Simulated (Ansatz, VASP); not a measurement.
**CdS in VASP and in Ansatz**

```
CELL_PARAMETERS angstrom
0.00000 2.93934 2.93934
2.93934 0.00000 2.93934
2.93934 2.93934 0.00000
ATOMIC_POSITIONS crystal
Cd 0.00000 0.00000 0.00000
S 0.75000 0.75000 0.75000
```

Change from the starting cell: strained cell.

Alike in both runs: functional LDA; k mesh 8 × 8 × 8; occupations gaussian, width 0.02 eV; no spin polarisation.

Ansatz relaxed the structure, and its values are those at the end. VASP's run is a single point on that final structure, the one shown.

|  | VASP | Ansatz |
| --- | --- | --- |
| version | VASP 6.6.1 | Ansatz 0.2.0 |
| potentials or method | VASP PAW LDA potentials, release 64 (Cd, S), cutoff 520 eV | scalar-relativistic, plane waves, PAW |
| valence electrons in the cell | 18 | 26 |

|  | VASP | Ansatz | Ansatz less VASP |
| --- | --- | --- | --- |
| gap on the k mesh at the Fermi level (eV) | 0.84 | 0.81 | -0.027 |
| least direct gap on the mesh (eV) | 0.84 | 0.81 | -0.027 |
| pressure (GPa) | -3.3 | -3.7 | -0.40 |

Ansatz warns that its potentials were made for another functional, while VASP's fit it. LDA's correlation is that of Perdew and Zunger in VASP and of Perdew and Wang (1992) in Ansatz. VASP's potentials hold 18 valence electrons a cell and Ansatz's 26, so a difference there can come from the potentials and not from the codes. Ansatz's warnings: stress scf threshold loose.
